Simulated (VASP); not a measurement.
# AlN (P6_3mc) in VASP: further runs, part 2 of 2

VASP 6.6.1. Earlier steps stand in the parts before.

## Step 3: Single point, PBE (strain -0.050 along x and y, -0.025 along z)

INCAR reads:

```
SYSTEM = AlN
ALGO     = Normal         ! electronic algorithm
EDIFF    = 1E-7           ! SCF threshold, eV
ENCUT    = 520            ! plane-wave cutoff, eV
GGA      = PE             ! functional
ISIF     = 2              ! what is computed and relaxed
ISMEAR   = 0              ! smearing method
LASPH    = .True.         ! aspherical terms in the spheres
LCHARG   = .True.         ! write CHGCAR
LELF     = .True.         ! ELF
LREAL    = .False.        ! projectors in reciprocal space
LVHAR    = .True.       
LWAVE    = .False.        ! write WAVECAR
NBANDS   = 16             ! bands
NELM     = 80             ! most SCF steps
PREC     = Accurate       ! precision mode
SIGMA    = 0.05           ! smearing width, eV
```

KPOINTS reads:

```
k-points
0
Gamma
  9 9 6
  0 0 0
```

POSCAR reads:

```
AlN
1.0
    2.9554520440      0.0000000000      0.0000000000
   -1.4777260220      2.5594965498      0.0000000000
    0.0000000000      0.0000000000      4.8535500000
Al N
2 2
Direct
    0.3333333333      0.6666666667      0.0000000000
    0.6666666667      0.3333333333      0.5000000000
    0.3333333333      0.6666666667      0.3850000000
    0.6666666667      0.3333333333      0.8850000000
```

Potentials or basis: VASP PAW PBE potentials, release 64 (Al, N).

The run is started by

```console
$ cat potpaw_PBE.64/Al/POTCAR potpaw_PBE.64/N/POTCAR > POTCAR
$ mpirun -np 1 vasp_std > vasp.out
```

OUTCAR:

```text
SYSTEM = AlN
   EDIFF = 1E-7
   ENCUT = 520
   GGA = PE
   ISIF = 2
   ISMEAR = 0
   LASPH = .True.
   LREAL = .False.
   NELM = 80
   PREC = Accurate

 ion  position               nearest neighbor table
   1  0.333  0.667  0.000-   4 1.80   4 1.80   4 1.80   3 1.87   2 2.97   2 2.97   2 2.97   2 2.97
                             2 2.97   2 2.97
   2  0.667  0.333  0.500-   3 1.80   3 1.80   3 1.80   4 1.87   1 2.97   1 2.97   1 2.97   1 2.97
                             1 2.97   1 2.97
   3  0.333  0.667  0.385-   2 1.80   2 1.80   2 1.80   1 1.87
[... 655 lines left out ...]

 [... further k-points ...]
[... 5 lines left out ...]
  --------------------------------------------------------------------------------------
  -------------------------------------------------------------------------------------
  Total       10.4763748     10.4763748      5.7637707      0.0000000      0.0000000      0.0000000
  in kB      457.1762247    457.1762247    251.5239273      0.0000000      0.0000000      0.0000000
  external PRESSURE =     388.6254589 kB  Pullay stress =       0.0000000 kB

 VOLUME and BASIS-vectors are now :
 -----------------------------------------------------------------------------
  energy-cutoff  :      520.00
  volume of cell :       36.71
      direct lattice vectors                 reciprocal lattice vectors
     2.955452044  0.000000000  0.000000000     0.338357715  0.195350918  0.000000000
    -1.477726022  2.559496550  0.000000000     0.000000000  0.390701836  0.000000000
     0.000000000  0.000000000  4.853550000     0.000000000  0.000000000  0.206034758

 POSITION                                       TOTAL-FORCE (eV/Angst)
 -----------------------------------------------------------------------------------
     -0.00000      1.70633      0.00000        -0.000000      0.000000      0.677275
      1.47773      0.85317      2.42678        -0.000000      0.000000      0.677275
     -0.00000      1.70633      1.86862        -0.000000     -0.000000     -0.677275
      1.47773      0.85317      4.29539         0.000000      0.000000     -0.677275
 -----------------------------------------------------------------------------------
    total drift:                               -0.000000      0.000000     -0.000007

  FREE ENERGIE OF THE ION-ELECTRON SYSTEM (eV)
  ---------------------------------------------------
  free  energy   TOTEN  =       -29.1111542260 eV

  energy  without entropy=      -29.1111542260  energy(sigma->0) =      -29.11115423
```

OSZICAR:

```text
N       E                     dE             d eps       ncg     rms          rms(c)
DAV:   1     0.432197790779E+02    0.43220E+02   -0.75059E+03  1536   0.908E+02
DAV:   2    -0.313944640152E+02   -0.74614E+02   -0.68096E+02  2120   0.198E+02
DAV:   3    -0.344406032293E+02   -0.30461E+01   -0.30385E+01  1936   0.411E+01
DAV:   4    -0.344569118901E+02   -0.16309E-01   -0.16308E-01  1928   0.336E+00
DAV:   5    -0.344571110122E+02   -0.19912E-03   -0.19912E-03  1912   0.376E-01    0.132E+01
DAV:   6    -0.291397139975E+02    0.53174E+01   -0.10747E+01  1808   0.246E+01    0.465E+00
DAV:   7    -0.291248254944E+02    0.14889E-01   -0.86583E-01  1744   0.661E+00    0.318E+00
DAV:   8    -0.291143285035E+02    0.10497E-01   -0.52242E-02  1680   0.202E+00    0.417E-01
DAV:   9    -0.291107011884E+02    0.36273E-02   -0.10806E-02  2008   0.777E-01    0.217E-01
DAV:  10    -0.291112172339E+02   -0.51605E-03   -0.17110E-03  1720   0.268E-01    0.115E-01
DAV:  11    -0.291111521003E+02    0.65134E-04   -0.17490E-04  1760   0.104E-01    0.211E-02
DAV:  12    -0.291111543163E+02   -0.22160E-05   -0.86049E-06  1856   0.233E-02    0.602E-03
DAV:  13    -0.291111542067E+02    0.10963E-06   -0.22180E-06  1728   0.123E-02    0.246E-03
DAV:  14    -0.291111542260E+02   -0.19332E-07   -0.13746E-07  1512   0.317E-03
   1 F= -.29111154E+02 E0= -.29111154E+02  d E =-.386302E-15
```

stdout:

```text
POSCAR found type information on POSCAR AlN
 POSCAR found :  2 types and       4 ions
 scaLAPACK will be used
 LDA part: xc-table for (Slater+PW92), standard interpolation
 POSCAR, INCAR and KPOINTS ok, starting setup
 FFT: planning ... GRIDC
 FFT: planning ... GRID_SOFT
 FFT: planning ... GRID
 WAVECAR not read
 entering main loop
```

Wall time 17 s (1 thread of AMD EPYC 9R45 (Zen 5), shared host); peak memory 0.13 GiB.

What came out:

* Free energy: -29.1112 eV
* Pressure: 38.9 GPa
* Largest force: 0.677 eV/Å
* Band gap on the k mesh: 5.08 eV, indirect (least direct gap 5.41 eV)

Forces on the atoms (eV/Å):
```
Al   0.000  0.000  0.677
Al   0.000  0.000  0.677
N    0.000  0.000 -0.677
N    0.000  0.000 -0.677
```

Caveat: the cell differs from its parent crystal (strain -0.050 along x and y, -0.025 along z). A k mesh can miss the band edges.

## Step 4: Single point, PBE (strain -0.050 along x and y, +0.000 along z)

INCAR reads:

```
SYSTEM = AlN
PREC     = Accurate       ! precision mode
ENCUT    = 520            ! plane-wave cutoff, eV
EDIFF    = 1E-6           ! SCF threshold, eV
ISMEAR   = 0              ! smearing method
SIGMA    = 0.05           ! smearing width, eV
LREAL    = .FALSE.        ! projectors in reciprocal space
LASPH    = .TRUE.         ! aspherical terms in the spheres
NELM     = 100            ! most SCF steps
ALGO     = Normal         ! electronic algorithm
ISIF     = 2              ! what is computed and relaxed
LWAVE    = .FALSE.        ! write WAVECAR
LCHARG   = .TRUE.         ! write CHGCAR
GGA      = PE             ! functional
LELF     = .TRUE.         ! ELF
LVHAR    = .TRUE.       
NBANDS   = 16             ! bands
```

KPOINTS reads:

```
Automatic mesh
0
G
  9 9 6
  0 0 0
```

POSCAR, as its differences from that of step 3:

```diff
@@ -4,3 +4,3 @@
    -1.4777260220      2.5594965498      0.0000000000
-    0.0000000000      0.0000000000      4.8535500000
+    0.0000000000      0.0000000000      4.9780000000
 Al N
```

The run is started by

```console
$ cat potpaw_PBE.64/Al/POTCAR potpaw_PBE.64/N/POTCAR > POTCAR
$ mpirun -np 1 vasp_std > vasp.out
```

Run time: 17 s. Hardware: 1 thread of AMD EPYC 9R45 (Zen 5), shared host; peak memory 0.13 GiB.

It converged, with:

| Quantity | Value |
| --- | --- |
| Free energy | -29.2165 eV |
| Pressure | 31.9 GPa |
| Largest force | 0.990 eV/Å |
| Band gap on the k mesh | 5.09 eV, indirect (least direct gap 5.20 eV) |

Forces on the atoms (eV/Å):
```
Al   0.000  0.000  0.990
Al   0.000  0.000  0.990
N    0.000  0.000 -0.990
N    0.000  0.000 -0.990
```

Stress tensor (GPa, compression positive):
```
42.37  0.00  0.00
 0.00 42.37  0.00
 0.00  0.00 10.96
```

Levels at points of the mesh, in eV from the valence-band top:
| k point | band 6 | band 7 | band 8 | band 9 | band 10 | band 11 |
| --- | --- | --- | --- | --- | --- | --- |
| (0.00, 0.00, 0.00) | -0.02 | -0.02 | 0.00 | 5.20 | 8.33 | 11.43 |
| (0.00, 0.00, 0.50) | -0.29 | -0.29 | -0.29 | 7.79 | 7.79 | 11.17 |

Caveat: the cell differs from its parent crystal (strain -0.050 along x and y, +0.000 along z). A k mesh can miss the band edges.

## Step 5: Overview

| cell | gap on the mesh (eV) | pressure (GPa) | largest force (eV/Å) |
| --- | --- | --- | --- |
| a = 2.955, b = 2.955, c = 4.729 Å, angles 90.0, 90.0, 120.0°, 4 atoms | 5.08 | 47.1 | 0.19 |
| a = 2.955, b = 2.955, c = 4.854 Å, angles 90.0, 90.0, 120.0°, 4 atoms | 5.08 | 38.9 | 0.68 |
| a = 2.955, b = 2.955, c = 4.978 Å, angles 90.0, 90.0, 120.0°, 4 atoms | 5.09 | 31.9 | 0.99 |

Alike in all rows: task single point; level PBE; potentials or basis VASP PAW PBE potentials, release 64 (Al, N); no spin polarisation; k mesh 9 × 9 × 6; cutoff (eV) 520; smearing gaussian 0.05 eV.

Total energies depend on the potentials used, so only differences within one code and one set of settings carry meaning.
